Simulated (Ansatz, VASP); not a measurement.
**Two plane-wave programs on S**

```
S
1.0
     5.66565    0.00000    0.00000
    -2.83282    4.90659    0.00000
     0.00000    0.00000    3.47329
S
3
Direct
  0.00000 0.00000 0.00000
  0.33333 0.66667 0.50000
  0.66667 0.33333 0.50000
```

Alike in both runs: task relaxation of cell and atoms; functional PBE; k mesh 6 × 6 × 6; occupations gaussian, width 0.1 eV; no spin polarisation.

|  | VASP | Ansatz |
| --- | --- | --- |
| version | VASP 6.6.1 | Ansatz 0.2.0 |
| potentials or method | VASP PAW PBE potentials, release 64 (S), cutoff 600 eV | scalar-relativistic, plane waves, PAW |
| valence electrons in the cell | 18 | 18 |

|  | VASP | Ansatz | Ansatz less VASP |
| --- | --- | --- | --- |
| gap on the k mesh at the Fermi level, each at its own relaxed structure (eV) | none | none | - |
| relaxed volume (Å³/atom) | 24.73 | 24.61 | -0.122 |
| relaxed length of the cell vector where the two differ most in proportion (Å) | 6.346 | 6.329 | -0.0163 |

A gap of «none» marks a metal or a gap that the smearing closes.

Noted on VASP's run: the volume moved by over 15 % at a fixed basis, so the end points are rough.
